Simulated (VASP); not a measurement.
Set up this calculation in VASP 6.6.1, as the native input.

* Task: single point
* Functional: PBEsol
* Potentials or basis: VASP PAW PBE potentials, release 64 (Mo_sv, S)
* Cutoff: 520 eV
* k mesh: 10 × 10 × 10
* Occupations: fermi-dirac, width 0.05 eV
* Spin: no spin polarisation
* Hubbard terms: Mo d U = 6.0 eV
* Dipole correction: no
* Further INCAR settings: ALGO = Normal; EDIFF = 1e-06; NBANDS = 20

The structure of MoS2 lies in POSCAR:

```
MoS2
1.0
    1.5855000000      0.9153888518      6.1149966667
   -1.5855000000      0.9153888518      6.1149966667
    0.0000000000     -1.8307777036      6.1149966667
Mo S
1 2
Direct
    0.0000000000      0.0000000000      0.0000000000
    0.2500000000      0.2500000000      0.2500000000
    0.7500000000      0.7500000000      0.7500000000
```

The input as run:

INCAR

```
SYSTEM = MoS2
PREC     = Accurate       ! precision mode
ENCUT    = 520            ! plane-wave cutoff, eV
EDIFF    = 1E-6           ! SCF threshold, eV
ISMEAR   = -1             ! smearing method
SIGMA    = 0.05           ! smearing width, eV
LREAL    = .FALSE.        ! projectors in reciprocal space
LASPH    = .TRUE.         ! aspherical terms in the spheres
NELM     = 150            ! most SCF steps
ALGO     = Normal         ! electronic algorithm
ISIF     = 2              ! what is computed and relaxed
LWAVE    = .FALSE.        ! write WAVECAR
LCHARG   = .FALSE.        ! write CHGCAR
LMAXMIX  = 4              ! l up to which the mixer works
LDAU     = .TRUE.         ! DFT+U
LDAUTYPE = 2            
LDAUL    = 2 -1           ! shell
LDAUU    = 6 0            ! U, eV
LDAUJ    = 0 0          
LDAUPRINT= 1            
GGA      = PS             ! functional
NBANDS   = 20             ! bands
```

KPOINTS

```
Automatic mesh
0
G
  10 10 10
  0 0 0
```

Potentials or basis: VASP PAW PBE potentials, release 64 (Mo_sv, S).

Run with:

```bash
$ cat potpaw_PBE.64/Mo_sv/POTCAR potpaw_PBE.64/S/POTCAR > POTCAR
$ mpirun -np 1 vasp_std > vasp.out
```

Results of the run:

| Quantity | Value |
| --- | --- |
| Pressure | 6.6 GPa |
| Largest force | 1.050 eV/Å |
| Band gap on the k mesh | zero (bands 13 and 14 overlap by 0.73 eV) |

Caveat: the cell stands under pressure; the PAW data sets were made with another functional, which shifts forces and pressure a little; U without spin polarisation on a metal has little footing.

Wall time 4.2 min on 1 thread of AMD EPYC 9R45 96-Core Processor (Zen 5), on a shared host, peak memory 0.35 GiB.
